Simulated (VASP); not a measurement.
# Sn (I4_1/amd) in VASP: notebook

The runs below take Sn through single point, with LDA.

Program: VASP 6.6.1. These are calculated values, not measurements. Logs are shortened: lines on timing, memory, paths and dates and some standing lists are left out, and cuts for length are marked.

### 1 The cell of the first run

The structure is tetragonal, space group I4_1/amd (No. 141). Conventional cell: a = 5.789 Å, b = 5.789 Å, c = 3.123 Å, α = 90.00°, β = 90.00°, γ = 90.00°. Within 3.9 Å of Sn (site symmetry -4m2) lie 10 Sn at 3.00 to 3.72 Å.

### 2 Single point, LDA

The input, INCAR:

```
SYSTEM = Sn
ALGO = Fast
EDIFF = 1E-6
ENCUT = 520
ISIF = 2
ISMEAR = 0
LASPH = .TRUE.
LCHARG = .FALSE.
LREAL = .FALSE.
LWAVE = .FALSE.
NBANDS = 21
NELM = 80
PREC = Accurate
SIGMA = 0.1
```

The input, KPOINTS:

```
k-points
0
G
  16 16 16
  0 0 0
```

The input, POSCAR:

```
Sn
1.0
   -2.8943168118      2.8943168118      1.5614856196
    2.8943168118     -2.8943168118      1.5614856196
    2.8943168118      2.8943168118     -1.5614856196
Sn
2
Direct
    0.0000000000      0.0000000000      0.0000000000
    0.7500000000      0.2500000000      0.5000000000
```

Potentials or basis: VASP PAW LDA potentials, release 64 (Sn_d).

On the command line:

```console
$ cat potpaw_LDA.64/Sn_d/POTCAR > POTCAR
$ mpirun -np 1 vasp_std > vasp.out
```

OUTCAR:

```text
SYSTEM = Sn
   EDIFF = 1E-6
   ENCUT = 520
   ISIF = 2
   ISMEAR = 0
   LASPH = .TRUE.
   LREAL = .FALSE.
   NELM = 80
   PREC = Accurate

 ion  position               nearest neighbor table
   1  0.000  0.000  0.000-   2 3.00   2 3.00   2 3.00   2 3.00   2 3.72   2 3.72   2 3.72   2 3.72

   2  0.750  0.250  0.500-   1 3.00   1 3.00   1 3.00   1 3.00   1 3.72   1 3.72   1 3.72   1 3.72

  LATTYP: Found a body centered tetragonal cell.
 ALAT       =     5.7886336236
 C/A-ratio  =     0.5395005872

  Lattice vectors:

 A1 = (  -2.8943168118,   2.8943168118,   1.5614856196)
 A2 = (   2.8943168118,  -2.8943168118,   1.5614856196)
 A3 = (   2.8943168118,   2.8943168118,  -1.5614856196)

Analysis of symmetry for initial positions (statically):
=====================================================================
 Subroutine PRICEL returns:
 Original cell was already a primitive cell.

 Routine SETGRP: Setting up the symmetry group for a
 body centered tetragonal supercell.

 Subroutine GETGRP returns: Found 16 space group operations
 (whereof  8 operations were pure point group operations)
 out of a pool of 16 trial point group operations.

The static configuration has the point symmetry D_2d.
 The point group associated with its full space group is D_4h.

Analysis of symmetry for dynamics (positions and initial velocities):
=====================================================================
 Subroutine PRICEL returns:
 Original cell was already a primitive cell.

 Routine SETGRP: Setting up the symmetry group for a
 body centered tetragonal supercell.

 Subroutine GETGRP returns: Found 16 space group operations
 (whereof  8 operations were pure point group operations)
 out of a pool of 16 trial point group operations.

The dynamic configuration has the point symmetry D_2d.
 The point group associated with its full space group is D_4h.

 Subroutine INISYM returns: Found 16 space group operations
 (whereof  8 operations are pure point group operations),
 and found     1 'primitive' translations

----------------------------------------------------------------------------------------

                                     Primitive cell

  volume of cell :      52.3227

  direct lattice vectors                    reciprocal lattice vectors
    -2.894316812  2.894316812  1.561485620     0.000000000  0.172752339  0.320207880
     2.894316812 -2.894316812  1.561485620     0.172752339  0.000000000  0.320207880
     2.894316812  2.894316812 -1.561485620     0.172752339  0.172752339  0.000000000

  length of vectors
     4.380910517  4.380910517  4.380910517     0.363835756  0.363835756  0.244308701

  position of ions in fractional coordinates (direct lattice)
     0.000000000  0.000000000  0.000000000
     0.750000000  0.250000000  0.500000000

  ion indices of the primitive-cell ions
   primitive index   ion index
                 1           1
                 2           2

----------------------------------------------------------------------------------------

 KPOINTS: k-points

Automatic generation of k-mesh.
 Grid dimensions read from file:
 generate k-points for:   16   16   16

 Generating k-lattice:

  Cartesian coordinates                     Fractional coordinates (reciprocal lattice)
     0.000000000  0.010797021  0.020012993     0.062500000 -0.000000000  0.000000000
     0.010797021  0.000000000  0.020012993    -0.000000000  0.062500000  0.000000000
     0.010797021  0.010797021  0.000000000     0.000000000  0.000000000  0.062500000

  Length of vectors
     0.022739735  0.022739735  0.015269294

  Shift w.r.t. Gamma in fractional coordinates (k-lattice)
     0.000000000  0.000000000  0.000000000

 Subroutine IBZKPT returns following result:
 ===========================================

 Found    349 irreducible k-points:

 Following reciprocal coordinates:
            Coordinates               Weight
  0.000000  0.000000  0.000000      1.000000
  0.062500  0.000000  0.000000      8.000000
  0.125000  0.000000  0.000000      8.000000
  0.187500  0.000000  0.000000      8.000000
  0.250000  0.000000  0.000000      8.000000
  0.312500  0.000000  0.000000      8.000000
[... 16 lines left out ...]
 -0.125000  0.062500  0.000000     16.000000
 -0.062500  0.062500  0.000000      4.000000
 [... further k-points ...]
   k-points           NKPTS =    349   k-points in BZ     NKDIM =    349   number of bands    NBANDS=     21
   number of dos      NEDOS =    301   number of ions     NIONS =      2
   total plane-waves  NPLWV =  46656
   dimension x,y,z NGX =    36 NGY =   36 NGZ =   36
   dimension x,y,z NGXF=    72 NGYF=   72 NGZF=   72
   ions per type =               2
   NGX,Y,Z   is equivalent  to a cutoff of  13.66, 13.66, 13.66 a.u.
   NGXF,Y,Z  is equivalent  to a cutoff of  27.32, 27.32, 27.32 a.u.
 SYSTEM =  Sn
   PREC   = accura    normal or accurate (medium, high low for compatibility)
   ISTART =      0    job   : 0-new  1-cont  2-samecut
   ICHARG =      2    charge: 1-file 2-atom 10-const
   ISPIN  =      1    spin polarized calculation?
   LNONCOLLINEAR =      F non collinear calculations
   LSORBIT =      F    spin-orbit coupling
   LASPH  =      T    aspherical Exc in radial PAW
   ENCUT  =  520.0 eV  38.22 Ry    6.18 a.u.   8.15  8.15  8.15*2*pi/ulx,y,z
   NELM   =     80;   NELMIN=  2; NELMDL= -5     # of ELM steps
   EDIFF  = 0.1E-05   stopping-criterion for ELM
   LREAL  =      F    real-space projection
   EDIFFG = 0.1E-04   stopping-criterion for IOM
   NSW    =      0    number of steps for IOM
   IBRION =     -1    ionic relax: 0-MD 1-quasi-New 2-CG
   NFREE  =      0    steps in history (QN), initial steepest desc. (CG)
   ISIF   =      2    stress and relaxation
   ISYM   =      2    0-nonsym 1-usesym 2-fastsym
   POTIM  = 0.5000    time-step for ionic-motion
   TEBEG  =    0.0;   TEEND  =   0.0 temperature during run
   PSTRESS=    0.0 pullay stress
   NELECT =      28.0000    total number of electrons
   NUPDOWN=      -1.0000    fix difference up-down
   EMIN   =  10.00;   EMAX   =-10.00  energy-range for DOS
   EFERMI =   0.00;   METHOD = LEGACY
   ISMEAR =     0;   SIGMA  =   0.10  broadening in eV -4-tet -1-fermi 0-gaus
   EFERMI_NEDOS =   21; number of points for ismear=-14 and -15
   IALGO  =     68    algorithm
   IMIX   =      4    mixing-type and parameters
     AMIX     =   0.40;   BMIX     =  1.00
     AMIX_MAG =   1.60;   BMIX_MAG =  1.00
  volume/ion in A,a.u.               =      26.16       176.55
  Fermi-wavevector in a.u.,A,eV,Ry     =   1.329120  2.511672 24.035501  1.766560
  Thomas-Fermi vector in A             =   2.458306
   LORBIT       =      0    0 simple, 1 ext, 2 COOP (PROOUT), +10 PAW based schemes
   GGA     = CA    functional components
   LHFCALC =     F    Hartree Fock is set to
   AEXX    =    0.0000 exact exchange contribution
   IVDW    =     0    specifies the selected vdW correction
   LEPSILON=     F    determine dielectric tensor
   LRPA    =     F    only Hartree local field effects (RPA)
 non-spin polarized calculation
 RMM-DIIS sequential band-by-band and
 Gauss-broadening in eV      SIGMA  =   0.10
  energy-cutoff  :      520.00
  volume of cell :       52.32
 maximum number of plane-waves:      1428
 NGX is ok and might be reduce to    36
   NGX = 17   NGY = 17   NGZ = 17

 number of electron      28.0000009 magnetization

 Free energy of the ion-electron system (eV)
  ---------------------------------------------------
  ext. energy  EPLUGINS =         0.00000000
  ---------------------------------------------------
  free energy    TOTEN  =        -8.98432784 eV

  energy without entropy =       -8.97983268  energy(sigma->0) =       -8.98208026

 E-fermi :   8.1681     XC(G=0): -10.7202

 val. band max:        8.1679256377   @ k =  -0.2500   0.1250   0.0000
 cond. band min:       8.1873341253   @ k =   0.4375   0.3750   0.0000
 fundamental gap:      0.0194084876
 Fermi energy:         8.1681040899

 k-point     1 :       0.0000    0.0000    0.0000
  band No.  band energies     occupation
      1     -13.4466      2.00000
      2     -13.3615      2.00000
      3     -13.3075      2.00000
      4     -13.3027      2.00000
      5     -13.1181      2.00000
      6     -13.1181      2.00000
[... 13 lines left out ...]
     20      18.1871      0.00000
     21      18.9017      0.00000

 k-point     2 :       0.0625    0.0000    0.0000
  band No.  band energies     occupation
      1     -13.4439      2.00000
      2     -13.3519      2.00000
      3     -13.3043      2.00000
      4     -13.2913      2.00000
      5     -13.1256      2.00000
      6     -13.1250      2.00000
[... 13 lines left out ...]
     20      18.1206      0.00000
     21      18.3522      0.00000

 k-point     3 :       0.1250    0.0000    0.0000
  band No.  band energies     occupation
      1     -13.4356      2.00000
      2     -13.3253      2.00000
      3     -13.2949      2.00000
      4     -13.2608      2.00000
      5     -13.1428      2.00000
      6     -13.1366      2.00000
[... 13 lines left out ...]
     20      17.1121      0.00000
     21      17.1612      0.00000

 k-point     4 :       0.1875    0.0000    0.0000
  band No.  band energies     occupation
      1     -13.4221      2.00000
      2     -13.2888      2.00000
      3     -13.2808      2.00000
      4     -13.2248      2.00000
      5     -13.1647      2.00000
      6     -13.1406      2.00000
[... 13 lines left out ...]
     20      16.2217      0.00000
     21      16.6812      0.00000

 k-point     5 :       0.2500    0.0000    0.0000
  band No.  band energies     occupation
      1     -13.4058      2.00000
      2     -13.2650      2.00000
      3     -13.2566      2.00000
      4     -13.2093      2.00000
      5     -13.1868      2.00000
      6     -13.1382      2.00000
[... 13 lines left out ...]
     20      15.5385      0.00000
     21      16.9071      0.00000
[... 382 lines left out ...]
     20      16.5387      0.00000
     21      16.6978      0.00000

 k-point    22 :      -0.1875    0.0625    0.0000
  band No.  band energies     occupation
      1     -13.4257      2.00000
      2     -13.3274      2.00000
      3     -13.2865      2.00000
      4     -13.2688      2.00000
      5     -13.1421      2.00000
      6     -13.1297      2.00000
[... 13 lines left out ...]
     20      17.1719      0.00000
     21      17.4765      0.00000

 k-point    23 :      -0.1250    0.0625    0.0000
  band No.  band energies     occupation
      1     -13.4368      2.00000
      2     -13.3531      2.00000
      3     -13.2984      2.00000
      4     -13.2956      2.00000
      5     -13.1271      2.00000
      6     -13.1210      2.00000
[... 13 lines left out ...]
     20      18.2190      0.00000
     21      18.4596      0.00000

 k-point    24 :      -0.0625    0.0625    0.0000
  band No.  band energies     occupation
      1     -13.4430      2.00000
      2     -13.3621      2.00000
      3     -13.3050      2.00000
      4     -13.3043      2.00000
      5     -13.1198      2.00000
      6     -13.1163      2.00000
[... 13 lines left out ...]
     20      18.4359      0.00000
     21      18.9254      0.00000

 [... further k-points ...]
[... 5 lines left out ...]
  --------------------------------------------------------------------------------------
  -------------------------------------------------------------------------------------
  Total        0.0104095      0.0104095      0.0061277      0.0000000      0.0000000      0.0000000
  in kB        0.3187495      0.3187495      0.1876378      0.0000000      0.0000000      0.0000000
  external PRESSURE =       0.2750456 kB  Pullay stress =       0.0000000 kB

 VOLUME and BASIS-vectors are now :
 -----------------------------------------------------------------------------
  energy-cutoff  :      520.00
  volume of cell :       52.32
      direct lattice vectors                 reciprocal lattice vectors
    -2.894316812  2.894316812  1.561485620     0.000000000  0.172752339  0.320207880
     2.894316812 -2.894316812  1.561485620     0.172752339  0.000000000  0.320207880
     2.894316812  2.894316812 -1.561485620     0.172752339  0.172752339  0.000000000

 POSITION                                       TOTAL-FORCE (eV/Angst)
 -----------------------------------------------------------------------------------
      0.00000      0.00000      0.00000        -0.000000      0.000000      0.000000
     -0.00000      2.89432      0.78074         0.000000     -0.000000     -0.000000
 -----------------------------------------------------------------------------------
    total drift:                               -0.000000      0.000000     -0.000000

  FREE ENERGIE OF THE ION-ELECTRON SYSTEM (eV)
  ---------------------------------------------------
  free  energy   TOTEN  =        -8.9843278397 eV

  energy  without entropy=       -8.9798326811  energy(sigma->0) =       -8.98208026
```

Wall time 7.4 min (1 thread of Intel Xeon 6975P-C, shared host); peak memory 0.41 GiB.

What came out:

| Item | Value |
| --- | --- |
| Free energy | -8.9843 eV |
| Pressure | 0.0 GPa |
| Band gap on the k mesh | zero (band 14 reaches 9.81 eV, above the bottom of band 15 at 5.40 eV) |

Caveat: spin-orbit coupling is left out, which moves the levels of the heavy elements.

### 3 Single point, LDA

This run uses another cell than the first one, of 26.22 Å³/atom, 1.002 times its volume.

The input, INCAR:

```
PREC = Accurate
ENCUT = 520
EDIFF = 1E-6
ISMEAR = -1
SIGMA = 0.15
LREAL = F
LASPH = T
NELM = 100
ALGO = Fast
ISIF = 2
LWAVE = F
LCHARG = F
NBANDS = 21
```

The input, KPOINTS:

```
Automatic mesh
0
Gamma
  16 16 16
```

The input, POSCAR:

```
Sn
1.0
   -2.8977496184      2.8977496184      1.5611702840
    2.8977496184     -2.8977496184      1.5611702840
    2.8977496184      2.8977496184     -1.5611702840
Sn
2
Direct
    0.0000000000      0.0000000000      0.0000000000
    0.7500000000      0.2500000000      0.5000000000
```

Potentials or basis: VASP PAW LDA potentials, release 64 (Sn_d).

On the command line:

```console
$ cat potpaw_LDA.64/Sn_d/POTCAR > POTCAR
$ mpirun -np 1 vasp_std > vasp.out
```

OUTCAR:

```text
PREC = Accurate
   ENCUT = 520
   EDIFF = 1E-6
   ISMEAR = -1
   LREAL = F
   LASPH = T
   NELM = 100
   ISIF = 2

 ion  position               nearest neighbor table
   1  0.000  0.000  0.000-   2 3.00   2 3.00   2 3.00   2 3.00   2 3.73   2 3.73   2 3.73   2 3.73

   2  0.750  0.250  0.500-   1 3.00   1 3.00   1 3.00   1 3.00   1 3.73   1 3.73   1 3.73   1 3.73

  LATTYP: Found a body centered tetragonal cell.
 ALAT       =     5.7954992368
 C/A-ratio  =     0.5387526493

  Lattice vectors:

 A1 = (  -2.8977496184,   2.8977496184,   1.5611702840)
 A2 = (   2.8977496184,  -2.8977496184,   1.5611702840)
 A3 = (   2.8977496184,   2.8977496184,  -1.5611702840)

Analysis of symmetry for initial positions (statically):
=====================================================================
 Subroutine PRICEL returns:
 Original cell was already a primitive cell.

 Routine SETGRP: Setting up the symmetry group for a
 body centered tetragonal supercell.

[... 156 lines left out ...]
 NGX is ok and might be reduce to    36
   NGX = 17   NGY = 17   NGZ = 17

 number of electron      28.0000009 magnetization

 Free energy of the ion-electron system (eV)
  ---------------------------------------------------
  ext. energy  EPLUGINS =         0.00000000
  ---------------------------------------------------
  free energy    TOTEN  =        -9.01476231 eV

  energy without entropy =       -8.94811603  energy(sigma->0) =       -8.98143917

 E-fermi :   8.1254     XC(G=0): -10.7097

 val. band max:        8.1074933657   @ k =  -0.1250   0.1875   0.0625
 cond. band min:       8.1284657806   @ k =  -0.2500   0.1250   0.0000
 fundamental gap:      0.0209724149
 Fermi energy:         8.1253600214

 k-point     1 :       0.0000    0.0000    0.0000
  band No.  band energies     occupation
      1     -13.4690      2.00000
      2     -13.3862      2.00000
      3     -13.3307      2.00000
      4     -13.3277      2.00000
      5     -13.1425      2.00000
      6     -13.1425      2.00000
[... 565 lines left out ...]
     20      18.3840      0.00000
     21      18.8865      0.00000

 [... further k-points ...]
[... 5 lines left out ...]
  --------------------------------------------------------------------------------------
  -------------------------------------------------------------------------------------
  Total        0.0105153      0.0105153      0.0071215      0.0000000      0.0000000      0.0000000
  in kB        0.3212923      0.3212923      0.2175952      0.0000000      0.0000000      0.0000000
  external PRESSURE =       0.2867266 kB  Pullay stress =       0.0000000 kB

 VOLUME and BASIS-vectors are now :
 -----------------------------------------------------------------------------
  energy-cutoff  :      520.00
  volume of cell :       52.44
      direct lattice vectors                 reciprocal lattice vectors
    -2.897749618  2.897749618  1.561170284     0.000000000  0.172547689  0.320272558
     2.897749618 -2.897749618  1.561170284     0.172547689  0.000000000  0.320272558
     2.897749618  2.897749618 -1.561170284     0.172547689  0.172547689  0.000000000

 POSITION                                       TOTAL-FORCE (eV/Angst)
 -----------------------------------------------------------------------------------
      0.00000      0.00000      0.00000        -0.000000     -0.000000      0.000000
     -0.00000      2.89775      0.78059         0.000000      0.000000     -0.000000
 -----------------------------------------------------------------------------------
    total drift:                               -0.000000      0.000000     -0.000000

  FREE ENERGIE OF THE ION-ELECTRON SYSTEM (eV)
  ---------------------------------------------------
  free  energy   TOTEN  =        -9.0147623094 eV

  energy  without entropy=       -8.9481160327  energy(sigma->0) =       -8.98143917
```

OSZICAR:

```text
N       E                     dE             d eps       ncg     rms          rms(c)
DAV:   1     0.224100621593E+03    0.22410E+03   -0.14368E+04 14903   0.211E+03
DAV:   2     0.146104345437E+02   -0.20949E+03   -0.20511E+03 14758   0.458E+02
DAV:   3    -0.830159838020E+01   -0.22912E+02   -0.22716E+02 16968   0.137E+02
DAV:   4    -0.902843342392E+01   -0.72684E+00   -0.72639E+00 16771   0.270E+01
DAV:   5    -0.905779958931E+01   -0.29366E-01   -0.29365E-01 20569   0.512E+00    0.259E+00
RMM:   6    -0.902692896772E+01    0.30871E-01   -0.30965E-02 17914   0.209E+00    0.148E+00
RMM:   7    -0.901495975626E+01    0.11969E-01   -0.23150E-02 17882   0.164E+00    0.133E-01
RMM:   8    -0.901464609944E+01    0.31366E-03   -0.39793E-03 19843   0.713E-01    0.569E-02
RMM:   9    -0.901474746767E+01   -0.10137E-03   -0.10572E-03 21891   0.268E-01    0.380E-02
RMM:  10    -0.901475668850E+01   -0.92208E-05   -0.13561E-04 19511   0.147E-01    0.246E-02
RMM:  11    -0.901476025340E+01   -0.35649E-05   -0.77003E-05 21308   0.872E-02    0.108E-02
RMM:  12    -0.901476228043E+01   -0.20270E-05   -0.22382E-05 19741   0.376E-02    0.960E-03
RMM:  13    -0.901476230945E+01   -0.29013E-07   -0.40428E-06 11205   0.231E-02
   1 F= -.90147623E+01 E0= -.89814392E+01  d E =-.666463E-01
```

stdout:

```text
POSCAR found type information on POSCAR Sn
 POSCAR found :  1 types and       2 ions
 scaLAPACK will be used
 LDA part: xc-table for (Slater(with rela. corr.)+CA(PZ))
 , standard interpolation
 POSCAR, INCAR and KPOINTS ok, starting setup
 FFT: planning ... GRIDC
 FFT: planning ... GRID_SOFT
 FFT: planning ... GRID
 WAVECAR not read
 entering main loop
WARNING in EDDRMM: call to ZHEGV failed, returncode =   8  4     19
WARNING in EDDRMM: call to ZHEGV failed, returncode =   8  4     20
```

It took 7.6 min on 1 thread of Intel Xeon 6975P-C, shared host; peak memory 0.41 GiB.

What came out:

| Property | Result |
| --- | --- |
| Free energy | -9.0148 eV |
| Pressure | 0.0 GPa |
| Band gap on the k mesh | zero (band 14 reaches 9.77 eV, above the bottom of band 15 at 5.38 eV) |

Caveat: spin-orbit coupling is left out, which moves the levels of the heavy elements.
